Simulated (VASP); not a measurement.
Here is a VASP 6.6.1 calculation.

File INCAR:

```
  PREC = Accurate
  ENCUT = 520
  EDIFF = 1E-6
  ISMEAR = -1
  SIGMA = 0.06122561905347299
  LREAL = False
  LASPH = True
  NELM = 60
  ALGO = Normal
  ISIF = 2
  LWAVE = False
  LCHARG = True
  GGA = PE
  LELF = True
  LVHAR = True
  NBANDS = 57
```

The input KPOINTS:

```
regular mesh
0
Gamma
  12 12 12
```

The input POSCAR:

```
W2O3
1.0
    4.7535591604      0.0000000000      0.0000000000
    0.0000000000      4.7535591604      0.0000000000
    0.0000000000      0.0000000000      4.7535591604
W O
4 6
Direct
    0.2500000000      0.2500000000      0.2500000000
    0.7500000000      0.7500000000      0.2500000000
    0.7500000000      0.2500000000      0.7500000000
    0.2500000000      0.7500000000      0.7500000000
    0.5000000000      0.0000000000      0.0000000000
    0.0000000000      0.5000000000      0.0000000000
    0.0000000000      0.0000000000      0.5000000000
    0.5000000000      0.5000000000      0.0000000000
    0.5000000000      0.0000000000      0.5000000000
    0.0000000000      0.5000000000      0.5000000000
```

Potentials or basis: VASP PAW PBE potentials, release 64 (W_sv, O).

The run is started by

```sh
$ cat potpaw_PBE.64/W_sv/POTCAR potpaw_PBE.64/O/POTCAR > POTCAR
$ mpirun -np 1 vasp_std > vasp.out
```

(1) Estimate the pressure.

(2) What does it give for the band gap on the k mesh?

## Answers

(1) 20.8 GPa.

(2) zero (bands 46 and 47 overlap by 0.33 eV).

Caveat: the cell stands under pressure; spin-orbit coupling is left out, which moves the levels of the heavy elements.
